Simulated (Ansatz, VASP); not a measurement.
# Two plane-wave programs on Ta3N

```
CELL_PARAMETERS angstrom
3.96481 0.00000 0.00000
0.00000 3.96481 0.00000
0.00000 0.00000 3.96481
ATOMIC_POSITIONS crystal
Ta 0.00000 0.50000 0.50000
Ta 0.50000 0.00000 0.50000
Ta 0.50000 0.50000 0.00000
N 0.00000 0.00000 0.00000
```

Alike in both runs: functional PBE; k mesh 12 × 12 × 12; occupations gaussian, width 0.1 eV; no spin polarisation.

Ansatz relaxed the structure, and its values are those at the end. VASP's run is a single point on that final structure, the one shown.

```csv
,VASP,Ansatz
version,VASP 6.6.1,Ansatz 0.2.0
potentials or method,"VASP PAW PBE potentials, release 64 (Ta_pv, N), cutoff 520 eV","scalar-relativistic, plane waves, PAW"
valence electrons in the cell,38,44
```

VASP gave:

| Quantity | Value |
| --- | --- |
| gap on the k mesh at the Fermi level (eV) | none |
| pressure (GPa) | 0.2 |

What did Ansatz give for the same quantities?

gap on the k mesh at the Fermi level (eV): none; pressure (GPa): 0.0.

A gap of «none» marks a metal or a gap that the smearing closes. With one functional, cell and mesh, what is left measures potentials, basis and numerics. VASP's potentials hold 38 valence electrons a cell and Ansatz's 44, so a difference there can come from the potentials and not from the codes.

Neither program's run includes spin-orbit coupling.
